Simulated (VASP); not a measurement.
MgS: G0W0 quasiparticle levels with PBE

MgS:

```
Mg S
1.0
     0.00000    2.60152    2.60152
     2.60152    0.00000    2.60152
     2.60152    2.60152    0.00000
Mg S
1 1
Cartesian
  0.0000 0.0000 0.0000
  2.6015 2.6015 2.6015
```

```json
{
 "Program": "VASP 6.6.1",
 "Task": "G0W0 quasiparticle levels",
 "Functional": "PBE",
 "Potentials or basis": "VASP PAW PBE potentials, release 64 (Mg_GW, S_GW)",
 "Cutoff": "500 eV",
 "k mesh": "4 × 4 × 4",
 "Occupations": "gaussian, width 0.01 eV",
 "Spin": "no spin polarisation",
 "Dipole correction": "no",
 "GW scheme": "G0W0",
 "GW iterations": "1",
 "Cutoff of the response function": "100",
 "Frequency points": "48",
 "Empty bands": "150",
 "Further INCAR settings": "ALGO = EVGW0; EDIFF = 1e-08; NBANDS = 154"
}
```

| Property | Result |
| --- | --- |
| Quasiparticle gap | 4.17 eV |
| Least direct quasiparticle gap | 5.13 eV |
| Band gap of the starting levels on the mesh | 2.75 eV |
| Least direct gap of the starting levels on the mesh | 3.70 eV |

It took 87 s on 1 thread of Intel(R) Xeon(R) Platinum 8488C (Sapphire Rapids), with other jobs on the host, peak memory 0.31 GiB.

Caveat: the k points lie up to 0.52 Å⁻¹ apart; bands, screening cutoff and mesh are small and nothing is extrapolated, so the quasiparticle values aren't converged.
